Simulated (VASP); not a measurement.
Write the native input for VASP 6.6.1 that does the following.

```
Task                   : single point
Functional             : r2SCAN
Potentials or basis    : VASP PAW PBE potentials, release 64 (Ba_sv, Te)
Cutoff                 : 520 eV
k mesh                 : 6 × 6 × 6
Occupations            : gaussian, width 0.01 eV
Spin                   : no spin polarisation
Dipole correction      : no
Further INCAR settings : ALGO = Normal; EDIFF = 1e-06; NBANDS = 15
```

The system is BaTe.

```
Ba Te
1.0
     0.06075    3.54580    3.54580
     3.54580    0.06075    3.54580
     3.54580    3.54580    0.06075
Ba Te
1 1
Direct
  0.00000 0.00000 0.00000
  0.50000 0.50000 0.50000
```

This cell differs from its parent crystal: epitaxial 111 strain -1.3%.

One way to write it, as run:

POSCAR

```
BaTe
1.0
    0.0607484546      3.5458013135      3.5458013135
    3.5458013135      0.0607484546      3.5458013135
    3.5458013135      3.5458013135      0.0607484546
Ba Te
1 1
Direct
    0.0000000000      0.0000000000      0.0000000000
    0.5000000000      0.5000000000      0.5000000000
```

INCAR.step1

```
ALGO     = Normal         # electronic algorithm
EDIFF    = 1E-4           # SCF threshold, eV
ENCUT    = 520            # plane-wave cutoff, eV
GGA      = PE             # functional
ISMEAR   = 0              # smearing method
LASPH    = True           # aspherical terms in the spheres
LCHARG   = False          # write CHGCAR
LREAL    = False          # projectors in reciprocal space
LWAVE    = True           # write WAVECAR
NBANDS   = 15             # bands
NELM     = 60             # most SCF steps
PREC     = Accurate       # precision mode
SIGMA    = 0.01           # smearing width, eV
```

INCAR.step2

```
ALGO     = Normal         # electronic algorithm
EDIFF    = 1E-6           # SCF threshold, eV
ENCUT    = 520            # plane-wave cutoff, eV
ISIF     = 2              # what is computed and relaxed
ISMEAR   = 0              # smearing method
ISTART   = 1            
LASPH    = True           # aspherical terms in the spheres
LCHARG   = False          # write CHGCAR
LMIXTAU  = True         
LREAL    = False          # projectors in reciprocal space
LWAVE    = False          # write WAVECAR
METAGGA  = R2SCAN         # meta-GGA
NBANDS   = 15             # bands
NELM     = 60             # most SCF steps
PREC     = Accurate       # precision mode
SIGMA    = 0.01           # smearing width, eV
```

KPOINTS

```
k-points
0
Gamma
  6 6 6
```

Potentials or basis: VASP PAW PBE potentials, release 64 (Ba_sv, Te).

Command:

```sh
$ cat potpaw_PBE.64/Ba_sv/POTCAR potpaw_PBE.64/Te/POTCAR > POTCAR
$ cp INCAR.step1 INCAR
$ mpirun -np 1 vasp_std > vasp.out
$ cp INCAR.step2 INCAR
$ mpirun -np 1 vasp_std > vasp.out
```

It gave:

```
Pressure               : 0.8 GPa
Band gap on the k mesh : 1.87 eV, indirect (least direct gap 2.25 eV)
```

Caveat: the cell differs from its parent crystal (epitaxial 111 strain -1.3%); the PAW data sets were made with another functional, which shifts forces and pressure a little; spin-orbit coupling is left out, which moves the levels of the heavy elements.

It took 2.5 min on 1 thread of Intel Xeon 6975P-C, with other jobs on the host, peak memory 0.27 GiB.
